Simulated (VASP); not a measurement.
# Si (R32) in VASP: settings compared, part 2 of 2

VASP 6.6.1.

## 3. Single point, PBE

This run uses another cell than the first one, of 19.80 Å³/atom.

The input, INCAR:

```
PREC     = Accurate       # precision mode
ENCUT    = 520            # plane-wave cutoff, eV
EDIFF    = 1E-6           # SCF threshold, eV
ISMEAR   = 0              # smearing method
SIGMA    = 0.01           # smearing width, eV
LREAL    = False          # projectors in reciprocal space
LASPH    = True           # aspherical terms in the spheres
NELM     = 60             # most SCF steps
ALGO     = Normal         # electronic algorithm
ISIF     = 2              # what is computed and relaxed
LWAVE    = False          # write WAVECAR
LCHARG   = False          # write CHGCAR
GGA      = PE             # functional
NBANDS   = 18             # bands
```

The input, KPOINTS:

```
Automatic mesh
0
Gamma
  12 12 12
```

The input, POSCAR:

```
Si
1.0
    3.8419226018      2.2181350483      1.9359700489
   -3.8419226018      2.2181350483      1.9359700489
    0.0000000000     -4.4362700967      1.9359700489
Si
5
Direct
    0.2039272456      0.2039272456      0.2039272456
    0.7960727544      0.7960727544      0.7960727544
    0.5629236808      0.4370763192      0.0000000000
    0.0000000000      0.5629236808      0.4370763192
    0.4370763192      0.0000000000      0.5629236808
```

Potentials or basis: VASP PAW PBE potentials, release 64 (Si).

Run with:

```sh
cat potpaw_PBE.64/Si/POTCAR > POTCAR
mpirun -np 1 vasp_std > vasp.out
```

OUTCAR:

```text
PREC = Accurate
   ENCUT = 520
   EDIFF = 1E-6
   ISMEAR = 0
   LREAL = False
   LASPH = True
   NELM = 60
   ISIF = 2
   GGA = PE

 ion  position               nearest neighbor table
   1  0.204  0.204  0.204-   2 2.37   3 2.39   5 2.39   4 2.39
   2  0.796  0.796  0.796-   1 2.37   3 2.39   4 2.39   5 2.39
   3  0.563  0.437  0.000-   4 2.38   5 2.38   1 2.39   2 2.39
   4  0.000  0.563  0.437-   5 2.38   3 2.38   2 2.39   1 2.39
   5  0.437  0.000  0.563-   4 2.38   3 2.38   1 2.39   2 2.39

  LATTYP: Found a trigonal (rhomboedric) cell.
 ALAT       =     4.8402967265
 COS(alpha) =    -0.2600368497

  Lattice vectors:

 A1 = (   3.8419226018,   2.2181350483,   1.9359700489)
 A2 = (  -3.8419226018,   2.2181350483,   1.9359700489)
 A3 = (   0.0000000000,  -4.4362700967,   1.9359700489)

Analysis of symmetry for initial positions (statically):
=====================================================================
 Subroutine PRICEL returns:
 Original cell was already a primitive cell.

[... 175 lines left out ...]
 E-fermi :   6.1721     XC(G=0):  -9.5474

 val. band max:        6.0931772805   @ k =   0.5000   0.5000   0.4167
 cond. band min:       6.2870207411   @ k =  -0.1667   0.0833   0.0833
 fundamental gap:      0.1938434606
 Fermi energy:         6.1720587207

 k-point     1 :       0.0000    0.0000    0.0000
  band No.  band energies     occupation
      1      -6.1680      2.00000
      2      -0.6306      2.00000
      3      -0.2528      2.00000
      4      -0.2528      2.00000
      5       0.3925      2.00000
      6       2.5891      2.00000
[... 481 lines left out ...]
      5       0.7727      2.00000
      6       2.4767      2.00000
[... 10 lines left out ...]
     17      10.6151      0.00000
     18      11.8431      0.00000

 [... further k-points ...]

------------------------ aborting loop because EDIFF is reached ----------------------------------------

  FORCE on cell =-STRESS in cart. coord.  units (eV):
  Direction    XX          YY          ZZ          XY          YZ          ZX
  --------------------------------------------------------------------------------------
  -------------------------------------------------------------------------------------
  Total       -0.0474671     -0.0474671     -0.0316710      0.0000000      0.0000000     -0.0000000
  in kB       -0.7682759     -0.7682759     -0.5126093      0.0000000      0.0000000     -0.0000000
  external PRESSURE =      -0.6830537 kB  Pullay stress =       0.0000000 kB

 VOLUME and BASIS-vectors are now :
 -----------------------------------------------------------------------------
  energy-cutoff  :      520.00
  volume of cell :       98.99
      direct lattice vectors                 reciprocal lattice vectors
     3.841922602  2.218135048  1.935970049     0.130143174  0.075138196  0.172178972
    -3.841922602  2.218135048  1.935970049    -0.130143174  0.075138196  0.172178972
     0.000000000 -4.436270097  1.935970049     0.000000000 -0.150276393  0.172178972

 POSITION                                       TOTAL-FORCE (eV/Angst)
 -----------------------------------------------------------------------------------
      0.00000     -0.00000      1.18439        -0.000000     -0.000000      0.000621
      0.00000     -0.00000      4.62352        -0.000000      0.000000     -0.000621
      0.48350      2.21814      1.93597         0.006485     -0.000000      0.000000
     -2.16271     -0.69035      1.93597        -0.003242      0.005616      0.000000
      1.67921     -1.52779      1.93597        -0.003242     -0.005616      0.000000
 -----------------------------------------------------------------------------------
    total drift:                                0.000000      0.000000      0.000000

  FREE ENERGIE OF THE ION-ELECTRON SYSTEM (eV)
  ---------------------------------------------------
  free  energy   TOTEN  =       -25.5556738106 eV

  energy  without entropy=      -25.5556738106  energy(sigma->0) =      -25.55567381
```

stdout:

```text
POSCAR found type information on POSCAR Si
 POSCAR found :  1 types and       5 ions
 scaLAPACK will be used
 LDA part: xc-table for (Slater+PW92), standard interpolation
 POSCAR, INCAR and KPOINTS ok, starting setup
 FFT: planning ... GRIDC
 FFT: planning ... GRID_SOFT
 FFT: planning ... GRID
 WAVECAR not read
 entering main loop
```

It took 5.1 min on 1 thread of Intel Xeon 8259CL, shared host; peak memory 0.36 GiB.

What came out:

```
Free energy            : -25.5557 eV
Pressure               : -0.1 GPa
Largest force          : 0.006 eV/Å
Band gap on the k mesh : 0.19 eV (least direct gap 1.01 eV)
```

Forces in eV/Å, atoms in the order of the input:
```
Si   0.000  0.000  0.001
Si   0.000  0.000 -0.001
Si   0.006  0.000  0.000
Si  -0.003  0.006  0.000
Si  -0.003 -0.006  0.000
```

Caveat: semilocal functionals underestimate gaps, and a narrow one can read as zero. A k mesh can miss the band edges.

## 4. Single point, PBEsol

This run uses another cell than the first one, of 19.80 Å³/atom.

The input, INCAR:

```
SYSTEM = Si
PREC = Accurate
ENCUT = 500
EDIFF = 1E-6
ISMEAR = 0
SIGMA = 0.01
LREAL = .FALSE.
LASPH = .TRUE.
NELM = 120
ALGO = Normal
ISIF = 2
LWAVE = .FALSE.
LCHARG = .FALSE.
GGA = PS
NBANDS = 18
GGA_COMPAT = .FALSE.
```

The input, KPOINTS:

```
Automatic mesh
0
G
  12 12 12
  0 0 0
```

POSCAR is that of step 3.

Potentials or basis: VASP PAW PBE potentials, release 64 (Si).

Run with:

```sh
cat potpaw_PBE.64/Si/POTCAR > POTCAR
mpirun -np 1 vasp_std > vasp.out
```

OUTCAR:

```text
SYSTEM = Si
   PREC = Accurate
   ENCUT = 500
   EDIFF = 1E-6
   ISMEAR = 0
   LREAL = .FALSE.
   LASPH = .TRUE.
   NELM = 120
   ISIF = 2
   GGA = PS

 ion  position               nearest neighbor table
   1  0.204  0.204  0.204-   2 2.37   3 2.39   5 2.39   4 2.39
   2  0.796  0.796  0.796-   1 2.37   3 2.39   4 2.39   5 2.39
   3  0.563  0.437  0.000-   4 2.38   5 2.38   1 2.39   2 2.39
   4  0.000  0.563  0.437-   5 2.38   3 2.38   2 2.39   1 2.39
   5  0.437  0.000  0.563-   4 2.38   3 2.38   1 2.39   2 2.39

  LATTYP: Found a trigonal (rhomboedric) cell.
 ALAT       =     4.8402967265
[... 706 lines left out ...]
  -------------------------------------------------------------------------------------
  Total       -1.1120968     -1.1120968     -1.1336964     -0.0000000      0.0000000      0.0000000
  in kB      -17.9997595    -17.9997595    -18.3493582     -0.0000000      0.0000000      0.0000000
  external PRESSURE =     -18.1162924 kB  Pullay stress =       0.0000000 kB

 VOLUME and BASIS-vectors are now :
 -----------------------------------------------------------------------------
  energy-cutoff  :      500.00
  volume of cell :       98.99
      direct lattice vectors                 reciprocal lattice vectors
     3.841922602  2.218135048  1.935970049     0.130143174  0.075138196  0.172178972
    -3.841922602  2.218135048  1.935970049    -0.130143174  0.075138196  0.172178972
     0.000000000 -4.436270097  1.935970049     0.000000000 -0.150276393  0.172178972

 POSITION                                       TOTAL-FORCE (eV/Angst)
 -----------------------------------------------------------------------------------
      0.00000     -0.00000      1.18439        -0.000000     -0.000000      0.009929
      0.00000     -0.00000      4.62352        -0.000000      0.000000     -0.009929
      0.48350      2.21814      1.93597        -0.013067     -0.000000     -0.000000
     -2.16271     -0.69035      1.93597         0.006533     -0.011316     -0.000000
      1.67921     -1.52779      1.93597         0.006533      0.011316     -0.000000
 -----------------------------------------------------------------------------------
    total drift:                                0.000000      0.000000     -0.000000

  FREE ENERGIE OF THE ION-ELECTRON SYSTEM (eV)
  ---------------------------------------------------
  free  energy   TOTEN  =       -27.2786295521 eV

  energy  without entropy=      -27.2786295521  energy(sigma->0) =      -27.27862955
```

stdout:

```text
POSCAR found type information on POSCAR Si
 POSCAR found :  1 types and       5 ions
 scaLAPACK will be used
 -----------------------------------------------------------------------------
|                                                                             |
|                                                                             |
|     You enforced a specific xc type in the INCAR file but a different       |
|     I HOPE YOU KNOW WHAT YOU ARE DOING!                                     |
|                                                                             |
 -----------------------------------------------------------------------------

 LDA part: xc-table for (Slater+PW92), standard interpolation
 POSCAR, INCAR and KPOINTS ok, starting setup
 FFT: planning ... GRIDC
 FFT: planning ... GRID_SOFT
 FFT: planning ... GRID
 WAVECAR not read
 entering main loop
```

It took 3.4 min on 1 thread of Oxide Virtual Turin-like, shared host; peak memory 0.31 GiB.

What came out:

```
Free energy            : -27.2786 eV
Pressure               : -1.8 GPa
Largest force          : 0.013 eV/Å
Band gap on the k mesh : 0.11 eV (least direct gap 0.98 eV)
```

Forces in eV/Å, atoms in the order of the input:
```
Si   0.000  0.000  0.010
Si   0.000  0.000 -0.010
Si  -0.013  0.000  0.000
Si   0.007 -0.011  0.000
Si   0.007  0.011  0.000
```

Caveat: semilocal functionals underestimate gaps, and a narrow one can read as zero; the PAW data sets were made with another functional, which shifts forces and pressure a little.

## 5. Overview

```csv
task,level,cell,k mesh,cutoff (eV),smearing,gap on the mesh (eV),pressure (GPa),largest force (eV/Å)
relaxation of cell and atoms,PBE,"relaxed from a = 4.656 Å, angles 100.8°, 5 atoms, atomic positions A",6 × 6 × 6,600,gaussian 0.1 eV,0.21,-0.1,0.02
single point,PBE,"a = 4.840 Å, angles 105.1°, 5 atoms, atomic positions B",12 × 12 × 12,520,gaussian 0.01 eV,0.19,-0.1,0.01
single point,PBEsol,"a = 4.840 Å, angles 105.1°, 5 atoms, atomic positions B",12 × 12 × 12,500,gaussian 0.01 eV,0.11,-1.8,0.01
```

Alike in all rows: potentials or basis VASP PAW PBE potentials, release 64 (Si); no spin polarisation.

Caveats: semilocal functionals underestimate gaps, and a narrow one can read as zero; the PAW data sets were made with another functional, which shifts forces and pressure a little (at least some runs).

Absolute energies hang on the potentials; compare differences alone.
